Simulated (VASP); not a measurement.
BaC2, 3 atoms in the cell. It takes space group R-3m (No. 166, trigonal). Conventional cell: a = 5.309 Å, b = 5.309 Å, c = 7.258 Å, α = 90.00°, β = 90.00°, γ = 120.00°. Within 4.0 Å of Ba (site symmetry -3m) lie 14 C at 3.01 to 3.57 Å and 6 Ba at 3.91 Å. Within 1.7 Å of C (site symmetry 3m) lie 1 C at 1.23 Å.  This cell differs from its parent crystal: ratio of the length along z to the lengths across it x 0.96, volume and fractional coordinates fixed.

```yaml
Program: VASP 6.6.1
Task: single point
Functional: LDA
Potentials_or_basis: VASP PAW LDA potentials, release 64 (Ba_sv, C)
Cutoff: 520 eV
k_mesh: 9 × 9 × 9
Occupations: gaussian, width 0.05 eV
Spin: no spin polarisation
Dipole_correction: no
Further_INCAR_settings: ALGO = Normal; EDIFF = 1e-06; NBANDS = 16
```

Potentials or basis: VASP PAW LDA potentials, release 64 (Ba_sv, C).

The run is started by

```bash
$ cat potpaw_LDA.64/Ba_sv/POTCAR potpaw_LDA.64/C/POTCAR > POTCAR
$ mpirun -np 1 vasp_std > vasp.out
```

Hardware: 1 thread of AMD EPYC 7R13 (shared host).

Problem. How long does it take, and how much memory?

Solution. Run time: 77 s on 1 thread of AMD EPYC 7R13, on a shared host, peak memory 0.18 GiB. Counts: scf iterations 13, k points 85.
